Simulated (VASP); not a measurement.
Write the native input for VASP 6.6.1 that does the following.

```yaml
Task: single point
Functional: PBE
Potentials_or_basis: VASP PAW PBE potentials, release 64 (Al, O)
Cutoff: 520 eV
k_mesh: 6 × 6 × 6
Occupations: gaussian, width 0.05 eV
Spin: no spin polarisation
Dipole_correction: no
Further_INCAR_settings: ALGO = Normal; EDIFF = 1e-06; NBANDS = 35
```

The structure of Al2O3 lies in POSCAR:

```
Al2O3
1.0
    2.3396408077      1.3507922502      4.3718528134
   -2.3396408077      1.3507922502      4.3718528134
    0.0000000000     -2.7015845003      4.3718528134
Al O
4 6
Direct
    0.8521293568      0.8521293568      0.8521293568
    0.6478706432      0.6478706432      0.6478706432
    0.1478706432      0.1478706432      0.1478706432
    0.3521293568      0.3521293568      0.3521293568
    0.0561574040      0.4438425960      0.7500000000
    0.7500000000      0.0561574040      0.4438425960
    0.4438425960      0.7500000000      0.0561574040
    0.9438425960      0.5561574040      0.2500000000
    0.2500000000      0.9438425960      0.5561574040
    0.5561574040      0.2500000000      0.9438425960
```

The input as run:

INCAR

```
ALGO = Normal
EDIFF = 1E-6
ENCUT = 520
GGA = PE
ISIF = 2
ISMEAR = 0
LASPH = T
LCHARG = T
LELF = T
LREAL = F
LVHAR = T
LWAVE = F
NBANDS = 35
NELM = 80
PREC = Accurate
SIGMA = 0.05
```

KPOINTS

```
k-points
0
Gamma
  6 6 6
```

Potentials or basis: VASP PAW PBE potentials, release 64 (Al, O).

Command:

```sh
$ cat potpaw_PBE.64/Al/POTCAR potpaw_PBE.64/O/POTCAR > POTCAR
$ mpirun -np 1 vasp_std > vasp.out
```

Results of the run:

```json
{
  "Pressure": "14.6 GPa",
  "Largest force": "0.220 eV/Å",
  "Band gap on the k mesh": "6.51 eV"
}
```

Caveat: the cell stands under pressure.

Wall time 3.4 min on 1 thread of Intel Xeon 8259CL, with other jobs on the host, peak memory 0.26 GiB.
